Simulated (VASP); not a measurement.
A run of VASP 6.6.1 is set up as follows.

INCAR

```
PREC = Accurate
ENCUT = 520
EDIFF = 1E-6
ISMEAR = -1
SIGMA = 0.15
LREAL = F
LASPH = T
NELM = 60
ALGO = Normal
ISIF = 2
LWAVE = F
LCHARG = T
GGA = PE
LELF = T
LVHAR = T
NBANDS = 16
```

KPOINTS

```
Automatic mesh
0
Gamma
  9 9 8
```

File POSCAR:

```
NbTe
1.0
    3.5751820885      0.0000000000      0.0000000000
   -1.7875910442      3.0961989428      0.0000000000
    0.0000000000      0.0000000000      3.5667215050
Nb Te
1 1
Direct
    0.0000000000      0.0000000000      0.5000000000
    0.6666666667      0.3333333333      0.0000000000
```

Potentials or basis: VASP PAW PBE potentials, release 64 (Nb_sv, Te).

Run with:

```bash
$ cat potpaw_PBE.64/Nb_sv/POTCAR potpaw_PBE.64/Te/POTCAR > POTCAR
$ mpirun -np 1 vasp_std > vasp.out
```

Q: Estimate the pressure.

A: 15.4 GPa.

Stress tensor (GPa, compression positive):
```
13.80  0.00  0.00
 0.00 13.80  0.00
 0.00  0.00 18.60
```
